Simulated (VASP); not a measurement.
Runs of VASP 6.6.1 on Ga3IrRu. The structure is that of space group P6/mmm (No. 191), or close to it. The cells are those of the table. The cell was built from a structure type or drawn by symmetry, and may not be a known phase.

| task | spin | cell | cutoff (eV) | gap on the mesh (eV) | pressure (GPa) |
| --- | --- | --- | --- | --- | --- |
| single point | off | a = 5.152, b = 5.152, c = 4.790 Å, angles 90.0, 90.0, 120.0°, 5 atoms | 520 | none | 0.2 |
| single point | off | a = 4.250, b = 4.250, c = 5.702 Å, angles 90.0, 90.0, 120.0°, 5 atoms | 520 | none | 84.4 |
| single point | collinear, ferromagnetic start | a = 5.152, b = 5.152, c = 4.790 Å, angles 90.0, 90.0, 120.0°, 5 atoms | 520 | none | (a) |
| relaxation of cell and atoms | off | relaxed from a = 4.250, b = 4.250, c = 5.702 Å, angles 90.0, 90.0, 120.0°, 5 atoms | 600 | none | 0.1 |

Alike in all rows: level PBE; potentials or basis VASP PAW PBE potentials, release 64 (Ga_d, Ru_pv, Ir); k mesh 6 × 6 × 4; smearing gaussian 0.1 eV.

Q: Fill in the values left out.

A: (a) 1.9.

Caveats: spin-orbit coupling is left out, which moves the levels of the heavy elements; the cell stands under pressure (at least some runs).

A k mesh can miss the band edges, and the runs leave out spin-orbit coupling on Ga, Ir, Ru.

A gap of «none» marks levels without a gap at the run's occupations.
